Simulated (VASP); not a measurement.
# CoO (P-6m2) in VASP: notebook

CoO is run at these levels: LDA+U, PBE+U; tasks: single point.

Program: VASP 6.6.1. These are calculated values, not measurements. Logs are shortened: lines on timing, memory, paths and dates and some standing lists are left out, and cuts for length are marked.

### 1 The cell of the first run

It takes space group P-6m2 (No. 187, hexagonal). The conventional cell has a = 2.856 Å, b = 2.856 Å, c = 2.788 Å, α = 90.00°, β = 90.00°, γ = 120.00°. Within 2.9 Å of Co (site symmetry -6m2) lie 6 O at 2.16 Å and 8 Co at 2.79 to 2.86 Å. O (site symmetry -6m2) has 6 Co at 2.16 Å and 8 O at 2.79 to 2.86 Å within 2.9 Å.

### 2 Single point, LDA+U, collinear spin, antiferromagnetic start

File INCAR:

```
PREC     = Accurate       # precision mode
ENCUT    = 520            # plane-wave cutoff, eV
EDIFF    = 1E-6           # SCF threshold, eV
ISMEAR   = 0              # smearing method
SIGMA    = 0.05           # smearing width, eV
LREAL    = False          # projectors in reciprocal space
LASPH    = True           # aspherical terms in the spheres
NELM     = 150            # most SCF steps
ALGO     = Normal         # electronic algorithm
ISIF     = 2              # what is computed and relaxed
LWAVE    = False          # write WAVECAR
LCHARG   = False          # write CHGCAR
ISPIN    = 2              # spin polarisation
MAGMOM   = 2 -2 0 0       # initial moments
LORBIT   = 11             # projections on sites
LMAXMIX  = 4              # l up to which the mixer works
LDAU     = True           # DFT+U
LDAUTYPE = 2            
LDAUL    = 2 -1           # shell
LDAUU    = 6 0            # U, eV
LDAUJ    = 0 0          
LDAUPRINT= 1            
NBANDS   = 27             # bands
```

File KPOINTS:

```
regular mesh
0
Gamma
  7 4 7
```

File POSCAR:

```
CoO
1.0
    1.4281496200      2.4736276900      0.0000000000
   -4.2844488400      2.4736276900      0.0000000000
    0.0000000000      0.0000000000      2.7876065300
Co O
2 2
Direct
    0.0000000000      0.0000000000      0.0000000000
    0.5000000000      0.5000000000      0.0000000000
    0.5000000000      0.8333333333      0.5000000000
    0.0000000000      0.3333333333      0.5000000000
```

Potentials or basis: VASP PAW LDA potentials, release 64 (Co, O).

Command:

```sh
> cat potpaw_LDA.64/Co/POTCAR potpaw_LDA.64/O/POTCAR > POTCAR
> mpirun -np 1 vasp_std > vasp.out
```

OUTCAR:

```text
PREC = Accurate
   ENCUT = 520
   EDIFF = 1E-6
   ISMEAR = 0
   LREAL = False
   LASPH = True
   NELM = 150
   ISIF = 2
   ISPIN = 2
   LORBIT = 11

 ion  position               nearest neighbor table
   1  0.000  0.000  0.000-   3 2.16   3 2.16   4 2.16   4 2.16   3 2.16   3 2.16   2 2.86   2 2.86
                             2 2.86   2 2.86
   2  0.500  0.500  0.000-   4 2.16   4 2.16   3 2.16   3 2.16   4 2.16   4 2.16   1 2.86   1 2.86
                             1 2.86   1 2.86
   3  0.500  0.833  0.500-   1 2.16   1 2.16   2 2.16   2 2.16   1 2.16   1 2.16
   4  0.000  0.333  0.500-   2 2.16   2 2.16   1 2.16   1 2.16   2 2.16   2 2.16

  LATTYP: Found a simple orthorhombic cell.
 ALAT       =     2.7876065300
 B/A-ratio  =     1.0246421790
 C/A-ratio  =     1.7747323119

  Lattice vectors:

 A1 = (   0.0000000000,   0.0000000000,   2.7876065300)
 A2 = (   1.4281496200,   2.4736276900,   0.0000000000)
 A3 = (  -4.2844488400,   2.4736276900,   0.0000000000)

Analysis of symmetry for initial positions (statically):
=====================================================================
 Subroutine PRICEL returns following result:

  LATTYP: Found a hexagonal cell.
 ALAT       =     2.8562992290
 C/A-ratio  =     0.9759504542
[... 12 lines left out ...]
 Subroutine GETGRP returns: Found  4 space group operations
 (whereof  4 operations were pure point group operations)
 out of a pool of  8 trial point group operations.

The static configuration has the point symmetry C_2v.

Analysis of symmetry for dynamics (positions and initial velocities):
=====================================================================
 Subroutine PRICEL returns following result:

  LATTYP: Found a hexagonal cell.
 ALAT       =     2.8562992290
 C/A-ratio  =     0.9759504542
[... 12 lines left out ...]
 Subroutine GETGRP returns: Found  4 space group operations
 (whereof  4 operations were pure point group operations)
 out of a pool of  8 trial point group operations.

The dynamic configuration has the point symmetry C_2v.

Analysis of structural, dynamic, and magnetic symmetry:
=====================================================================
 Subroutine PRICEL returns following result:

  LATTYP: Found a hexagonal cell.
 ALAT       =     2.8562992290
 C/A-ratio  =     0.9759504542
[... 12 lines left out ...]
 Subroutine GETGRP returns: Found  4 space group operations
 (whereof  4 operations were pure point group operations)
 out of a pool of  8 trial point group operations.

The overall configuration has the point symmetry C_2v.

 Subroutine INISYM returns: Found  4 space group operations
 (whereof  4 operations are pure point group operations),
 and found     2 'primitive' translations

----------------------------------------------------------------------------------------

                                     Primitive cell

  volume of cell :      19.6956

  direct lattice vectors                    reciprocal lattice vectors
    -1.428149620 -2.473627690  0.000000000     0.000000000 -0.404264556  0.000000000
     2.856299230  0.000000000  0.000000000     0.350103375 -0.202132279  0.000000000
     0.000000000  0.000000000  2.787606530     0.000000000  0.000000000  0.358730685

  length of vectors
     2.856299229  2.856299230  2.787606530     0.404264556  0.404264556  0.358730685

  position of ions in fractional coordinates (direct lattice)
     0.000000000  0.000000000  0.000000000
     0.666666667  0.333333333  0.500000000

  ion indices of the primitive-cell ions
   primitive index   ion index
                 1           1
                 2           4

----------------------------------------------------------------------------------------

 KPOINTS: regular mesh

Automatic generation of k-mesh.
 Grid dimensions read from file:
 generate k-points for:    7    4    7

 Generating k-lattice:

  Cartesian coordinates                     Fractional coordinates (reciprocal lattice)
[... 88 lines left out ...]
   J (eV)           for each species LDAUJ =   0.0  0.0
   GGA     = CA    functional components
   LHFCALC =     F    Hartree Fock is set to
   AEXX    =    0.0000 exact exchange contribution
   IVDW    =     0    specifies the selected vdW correction
   LEPSILON=     F    determine dielectric tensor
   LRPA    =     F    only Hartree local field effects (RPA)
 spin polarized calculation
 Gauss-broadening in eV      SIGMA  =   0.05
  energy-cutoff  :      520.00
  volume of cell :       39.39
 maximum number of plane-waves:      1082
 NGX is ok and might be reduce to    24
   NGX = 11   NGY = 19   NGZ = 11

 number of electron      30.0000008 magnetization       0.0000000

atom =   1  type =  1  l = 2

 onsite density matrix

spin component  1

  0.9784  0.0000  0.0011 -0.0000 -0.0018
  0.0000  1.0070 -0.0000  0.0006  0.0000
  0.0011 -0.0000  0.9725  0.0000 -0.0006
 -0.0000  0.0006  0.0000  1.0062 -0.0000
 -0.0018  0.0000 -0.0006 -0.0000  0.9763

spin component  2

  0.2891 -0.0000 -0.0033  0.0000  0.3915
 -0.0000  0.1186  0.0000  0.0006 -0.0000
 -0.0033  0.0000  0.9645  0.0000  0.0019
  0.0000  0.0006  0.0000  0.1179 -0.0000
  0.3915 -0.0000  0.0019 -0.0000  0.7412

 occupancies and eigenvectors

  o =  0.0630  v =  0.0000  0.0000  0.0000  0.0000  0.0000  0.8660  0.0000  0.0042 -0.0000 -0.5000      0.0000  0.0000  0.0000  0.0000  0.0000  0.0000  0.0000  0.0000  0.0000  0.0000
  o =  0.1175  v =  0.0000  0.0000  0.0000  0.0000  0.0000  0.0000 -0.5000  0.0000  0.8660 -0.0000      0.0000  0.0000  0.0000  0.0000  0.0000  0.0000  0.0000  0.0000  0.0000  0.0000
  o =  0.1189  v =  0.0000  0.0000  0.0000  0.0000  0.0000 -0.0000  0.8660 -0.0000  0.5000  0.0000      0.0000  0.0000  0.0000  0.0000  0.0000  0.0000  0.0000  0.0000  0.0000  0.0000
  o =  0.9645  v =  0.0000  0.0000  0.0000  0.0000  0.0000  0.0036 -0.0000 -1.0000 -0.0000 -0.0021      0.0000  0.0000  0.0000  0.0000  0.0000  0.0000  0.0000  0.0000  0.0000  0.0000
  o =  0.9672  v =  0.0000  0.0000  0.0000  0.0000  0.0000 -0.5000 -0.0000  0.0000 -0.0000 -0.8660      0.0000  0.0000  0.0000  0.0000  0.0000  0.0000  0.0000  0.0000  0.0000  0.0000
  o =  0.9723  v =  0.1517 -0.0000 -0.9845 -0.0000 -0.0876  0.0000  0.0000  0.0000  0.0000  0.0000      0.0000  0.0000  0.0000  0.0000  0.0000  0.0000  0.0000  0.0000  0.0000  0.0000
  o =  0.9752  v =  0.5000  0.0000 -0.0000  0.0000  0.8660  0.0000  0.0000  0.0000  0.0000  0.0000      0.0000  0.0000  0.0000  0.0000  0.0000  0.0000  0.0000  0.0000  0.0000  0.0000
  o =  0.9797  v =  0.8526 -0.0000  0.1751  0.0000 -0.4923  0.0000  0.0000  0.0000  0.0000  0.0000      0.0000  0.0000  0.0000  0.0000  0.0000  0.0000  0.0000  0.0000  0.0000  0.0000
  o =  1.0059  v = -0.0000 -0.5000  0.0000  0.8660  0.0000  0.0000  0.0000  0.0000  0.0000  0.0000      0.0000  0.0000  0.0000  0.0000  0.0000  0.0000  0.0000  0.0000  0.0000  0.0000
  o =  1.0073  v =  0.0000  0.8660 -0.0000  0.5000 -0.0000  0.0000  0.0000  0.0000  0.0000  0.0000      0.0000  0.0000  0.0000  0.0000  0.0000  0.0000  0.0000  0.0000  0.0000  0.0000

atom =   2  type =  1  l = 2

 onsite density matrix

spin component  1

  0.2891 -0.0000 -0.0033 -0.0000  0.3915
 -0.0000  0.1186 -0.0000  0.0006 -0.0000
 -0.0033 -0.0000  0.9645 -0.0000  0.0019
 -0.0000  0.0006 -0.0000  0.1179  0.0000
  0.3915 -0.0000  0.0019  0.0000  0.7412

spin component  2

  0.9784  0.0000  0.0011  0.0000 -0.0018
  0.0000  1.0070  0.0000  0.0006 -0.0000
  0.0011  0.0000  0.9725  0.0000 -0.0006
  0.0000  0.0006  0.0000  1.0062 -0.0000
 -0.0018 -0.0000 -0.0006 -0.0000  0.9763

 occupancies and eigenvectors

  o =  0.0630  v =  0.8660  0.0000  0.0042  0.0000 -0.5000  0.0000  0.0000  0.0000  0.0000  0.0000      0.0000  0.0000  0.0000  0.0000  0.0000  0.0000  0.0000  0.0000  0.0000  0.0000
  o =  0.1175  v = -0.0000  0.5000  0.0000 -0.8660  0.0000  0.0000  0.0000  0.0000  0.0000  0.0000      0.0000  0.0000  0.0000  0.0000  0.0000  0.0000  0.0000  0.0000  0.0000  0.0000
  o =  0.1189  v =  0.0000 -0.8660  0.0000 -0.5000 -0.0000  0.0000  0.0000  0.0000  0.0000  0.0000      0.0000  0.0000  0.0000  0.0000  0.0000  0.0000  0.0000  0.0000  0.0000  0.0000
  o =  0.9645  v =  0.0036  0.0000 -1.0000 -0.0000 -0.0021  0.0000  0.0000  0.0000  0.0000  0.0000      0.0000  0.0000  0.0000  0.0000  0.0000  0.0000  0.0000  0.0000  0.0000  0.0000
  o =  0.9672  v = -0.5000 -0.0000  0.0000  0.0000 -0.8660  0.0000  0.0000  0.0000  0.0000  0.0000      0.0000  0.0000  0.0000  0.0000  0.0000  0.0000  0.0000  0.0000  0.0000  0.0000
  o =  0.9723  v =  0.0000  0.0000  0.0000  0.0000  0.0000  0.1517  0.0000 -0.9845  0.0000 -0.0876      0.0000  0.0000  0.0000  0.0000  0.0000  0.0000  0.0000  0.0000  0.0000  0.0000
  o =  0.9752  v =  0.0000  0.0000  0.0000  0.0000  0.0000  0.5000  0.0000 -0.0000 -0.0000  0.8660      0.0000  0.0000  0.0000  0.0000  0.0000  0.0000  0.0000  0.0000  0.0000  0.0000
  o =  0.9797  v =  0.0000  0.0000  0.0000  0.0000  0.0000  0.8526 -0.0000  0.1751 -0.0000 -0.4923      0.0000  0.0000  0.0000  0.0000  0.0000  0.0000  0.0000  0.0000  0.0000  0.0000
  o =  1.0059  v =  0.0000  0.0000  0.0000  0.0000  0.0000 -0.0000 -0.5000 -0.0000  0.8660  0.0000      0.0000  0.0000  0.0000  0.0000  0.0000  0.0000  0.0000  0.0000  0.0000  0.0000
  o =  1.0073  v =  0.0000  0.0000  0.0000  0.0000  0.0000  0.0000  0.8660  0.0000  0.5000 -0.0000      0.0000  0.0000  0.0000  0.0000  0.0000  0.0000  0.0000  0.0000  0.0000  0.0000

 number of electron      30.0000008 magnetization      -0.0000000

 Free energy of the ion-electron system (eV)
  ---------------------------------------------------
  ext. energy  EPLUGINS =         0.00000000
  ---------------------------------------------------
  free energy    TOTEN  =       -24.74488160 eV

  energy without entropy =      -24.74488160  energy(sigma->0) =      -24.74488160

 E-fermi :   6.6744     XC(G=0): -12.7504

 val. band max:        6.4591184658   @ k =   0.0000   0.0000   0.0000
 cond. band min:       8.0913152502   @ k =   0.0000   0.0000   0.0000
 fundamental gap:      1.6321967844
 Fermi energy:         6.6744153371

 spin component 1

 k-point     1 :       0.0000    0.0000    0.0000
  band No.  band energies     occupation
      1     -11.8833      1.00000
      2     -10.6209      1.00000
      3      -0.5630      1.00000
      4       0.3911      1.00000
      5       0.5242      1.00000
      6       1.1817      1.00000
[... 1433 lines left out ...]
     26      23.0157      0.00000
     27      23.4290      0.00000

 [... further k-points ...]
[... 5 lines left out ...]
  --------------------------------------------------------------------------------------
  -------------------------------------------------------------------------------------
  Total       -2.4393909     -2.0544322     -7.7296968      0.3333840     -0.0000000      0.0000000
  in kB      -99.2184587    -83.5608598   -314.3934819     13.5598780     -0.0000000      0.0000000
  external PRESSURE =    -165.7242668 kB  Pullay stress =       0.0000000 kB

 VOLUME and BASIS-vectors are now :
 -----------------------------------------------------------------------------
  energy-cutoff  :      520.00
  volume of cell :       39.39
      direct lattice vectors                 reciprocal lattice vectors
     1.428149620  2.473627690  0.000000000     0.175051687  0.303198417  0.000000000
    -4.284448840  2.473627690  0.000000000    -0.175051687  0.101066139  0.000000000
     0.000000000  0.000000000  2.787606530     0.000000000  0.000000000  0.358730685

 POSITION                                       TOTAL-FORCE (eV/Angst)
 -----------------------------------------------------------------------------------
      0.00000      0.00000      0.00000         0.183363     -0.105864     -0.000000
     -1.42815      2.47363      0.00000         0.183363     -0.105864     -0.000000
     -2.85630      3.29817      1.39380        -0.183363      0.105864      0.000000
     -1.42815      0.82454      1.39380        -0.183363      0.105864      0.000000
 -----------------------------------------------------------------------------------
    total drift:                                0.000495     -0.000286     -0.000000

  FREE ENERGIE OF THE ION-ELECTRON SYSTEM (eV)
  ---------------------------------------------------
  free  energy   TOTEN  =       -24.7448815971 eV

  energy  without entropy=      -24.7448815971  energy(sigma->0) =      -24.74488160

 total charge

# of ion       s       p       d       tot
------------------------------------------
    1        0.312   0.374   7.146   7.831
    2        0.312   0.374   7.146   7.831
    3        1.545   3.408   0.000   4.953
    4        1.545   3.408   0.000   4.953
--------------------------------------------------
tot          3.714   7.562  14.292  25.568

 magnetization (x)

# of ion       s       p       d       tot
------------------------------------------
    1        0.007   0.009   2.706   2.723
    2       -0.007  -0.009  -2.706  -2.723
    3        0.004   0.069   0.000   0.074
    4       -0.004  -0.069   0.000  -0.074
--------------------------------------------------
tot          0.000   0.000  -0.000  -0.000
```

It took 2.7 min on 1 thread of Intel Xeon 8259CL, shared host; peak memory 0.21 GiB.

Results:

- Free energy: -24.7449 eV
- Pressure: -16.6 GPa
- Largest force: 0.212 eV/Å
- Band gap on the k mesh: 1.63 eV
- Net moment: 0.00 μB per cell
- Site moments: Co +2.72, -2.72; O +0.07, -0.07 μB
- Valence electrons inside the program's atomic spheres: Co 7.83; O 4.95

Forces in eV/Å, atoms in the order of the input:
```
Co   0.183 -0.106  0.000
Co   0.183 -0.106  0.000
O   -0.183  0.106  0.000
O   -0.183  0.106  0.000
```

Eigenvalues of the final occupation matrices:
| site | spin | trace | eigenvalues |
| --- | --- | --- | --- |
| site 1 d | 1 | 4.94 | 0.97 0.98 0.98 1.01 1.01 |
| site 1 d | 2 | 2.23 | 0.06 0.12 0.12 0.96 0.97 |
| site 2 d | 1 | 2.23 | 0.06 0.12 0.12 0.96 0.97 |
| site 2 d | 2 | 4.94 | 0.97 0.98 0.98 1.01 1.01 |

Caveat: the cell stands under tension; an odd mesh through Γ misses points on the zone boundary, where band edges can lie.

### 3 Single point, PBE+U, collinear spin, antiferromagnetic start

File INCAR:

```
ALGO = Normal
EDIFF = 1E-7
ENCUT = 520
GGA = PE
ISIF = 2
ISMEAR = 0
ISPIN = 2
LASPH = True
LCHARG = False
LDAU = True
LDAUJ = 0 0
LDAUL = 2 -1
LDAUPRINT = 1
LDAUTYPE = 2
LDAUU = 4 0
LMAXMIX = 4
LORBIT = 11
LREAL = False
LWAVE = False
MAGMOM = 2 -2 0 0
NBANDS = 27
NELM = 150
PREC = Accurate
SIGMA = 0.05
```

File KPOINTS:

```
k-points
0
Gamma
  7 4 7
```

POSCAR is that of step 2.

Potentials or basis: VASP PAW PBE potentials, release 64 (Co, O).

Command:

```sh
> cat potpaw_PBE.64/Co/POTCAR potpaw_PBE.64/O/POTCAR > POTCAR
> mpirun -np 1 vasp_std > vasp.out
```

Run time: 2.9 min. Hardware: 1 thread of Intel Xeon 8259CL, shared host; peak memory 0.22 GiB.

The run converged. Its results:

```
Free energy                                           : -23.1986 eV
Pressure                                              : -0.6 GPa
Largest force                                         : 0.201 eV/Å
Band gap on the k mesh                                : 1.40 eV
Net moment                                            : 0.00 μB per cell
Site moments                                          : Co +2.68, -2.68; O +0.08, -0.08 μB
Valence electrons inside the program's atomic spheres : Co 7.78; O 4.99
```

Forces in eV/Å, atoms in the order of the input:
```
Co   0.174 -0.101  0.000
Co   0.174 -0.101  0.000
O   -0.174  0.101  0.000
O   -0.174  0.101  0.000
```

Stress tensor (GPa, compression positive):
```
  4.42   1.45   0.00
  1.45   6.10   0.00
  0.00   0.00 -12.31
```

Levels at points of the mesh, in eV from the valence-band top:
Spin up:
| k point | band 13 | band 14 | band 15 | band 16 | band 17 | band 18 |
| --- | --- | --- | --- | --- | --- | --- |
| (0.00, 0.00, 0.00) | -1.35 | -1.27 | 0.00 | 1.46 | 2.47 | 2.59 |
| (0.00, 0.50, 0.00) | -1.11 | -1.07 | -0.42 | 2.29 | 2.59 | 3.15 |
Spin down:
```csv
k point,band 12,band 13,band 14,band 15,band 16,band 17,band 18,band 19
"(0.00, 0.00, 0.00)",-1.76,-1.35,-1.27,0.00,1.46,2.47,2.59,3.19
"(0.00, 0.50, 0.00)",-2.41,-1.11,-1.07,-0.42,2.29,2.59,3.15,3.91
```

Eigenvalues of the final occupation matrices:
| site | spin | trace | eigenvalues |
| --- | --- | --- | --- |
| site 1 d | 1 | 4.90 | 0.96 0.97 0.97 1.00 1.00 |
| site 1 d | 2 | 2.24 | 0.07 0.13 0.13 0.96 0.96 |
| site 2 d | 1 | 2.24 | 0.07 0.13 0.13 0.96 0.96 |
| site 2 d | 2 | 4.90 | 0.96 0.97 0.97 1.00 1.00 |

Caveat: an odd mesh through Γ misses points on the zone boundary, where band edges can lie.

### 4 Single point, PBE+U, collinear spin, antiferromagnetic start

File INCAR:

```
SYSTEM = CoO
  PREC = Accurate
  ENCUT = 520
  EDIFF = 1E-7
  ISMEAR = 0
  SIGMA = 0.05
  LREAL = .FALSE.
  LASPH = .TRUE.
  NELM = 150
  ALGO = Normal
  ISIF = 2
  LWAVE = .FALSE.
  LCHARG = .FALSE.
  ISPIN = 2
  MAGMOM = 2 -2 0 0
  LORBIT = 11
  LMAXMIX = 4
  LDAU = .TRUE.
  LDAUTYPE = 2
  LDAUL = 2 -1
  LDAUU = 4 0
  LDAUJ = 0 0
  LDAUPRINT = 1
  GGA = PE
  NBANDS = 27
```

File KPOINTS:

```
regular mesh
0
G
  7 4 7
  0 0 0
```

POSCAR is that of step 3.

Command:

```sh
> cat potpaw_PBE.64/Co/POTCAR potpaw_PBE.64/O/POTCAR > POTCAR
> mpirun -np 1 vasp_std > vasp.out
```

It took 1.7 min on 1 thread of Intel Xeon Platinum 8375C at 2.90GHz (Ice Lake), shared host; peak memory 0.22 GiB.

It converged, with:

* Free energy: -23.1986 eV
* Pressure: -0.6 GPa
* Largest force: 0.201 eV/Å
* Band gap on the k mesh: 1.40 eV
* Net moment: 0.00 μB per cell
* Site moments: Co +2.68, -2.68; O +0.08, -0.08 μB
* Valence electrons inside the program's atomic spheres: Co 7.78; O 4.99

Forces on the atoms (eV/Å):
```
Co   0.174 -0.101  0.000
Co   0.174 -0.101  0.000
O   -0.174  0.101  0.000
O   -0.174  0.101  0.000
```

Stress tensor (GPa, compression positive):
```
  4.42   1.45   0.00
  1.45   6.10   0.00
  0.00   0.00 -12.31
```

Levels at points of the mesh, in eV from the valence-band top:
Spin up:
```csv
k point,band 11,band 12,band 13,band 14,band 15,band 16,band 17,band 18,band 19,band 20
"(0.00, 0.00, 0.00)",-2.27,-1.76,-1.35,-1.27,0.00,1.46,2.47,2.59,3.19,6.21
"(0.00, 0.50, 0.00)",-2.46,-2.41,-1.11,-1.07,-0.42,2.29,2.59,3.15,3.91,4.27
```
Spin down:
```tsv
k point	band 11	band 12	band 13	band 14	band 15	band 16	band 17	band 18	band 19	band 20
(0.00, 0.00, 0.00)	-2.27	-1.76	-1.35	-1.27	0.00	1.46	2.47	2.59	3.19	6.21
(0.00, 0.50, 0.00)	-2.46	-2.41	-1.11	-1.07	-0.42	2.29	2.59	3.15	3.91	4.27
```

Eigenvalues of the final occupation matrices:
| site | spin | trace | eigenvalues |
| --- | --- | --- | --- |
| site 1 d | 1 | 4.90 | 0.96 0.97 0.97 1.00 1.00 |
| site 1 d | 2 | 2.24 | 0.07 0.13 0.13 0.96 0.96 |
| site 2 d | 1 | 2.24 | 0.07 0.13 0.13 0.96 0.96 |
| site 2 d | 2 | 4.90 | 0.96 0.97 0.97 1.00 1.00 |

Caveat: an odd mesh through Γ misses points on the zone boundary, where band edges can lie.
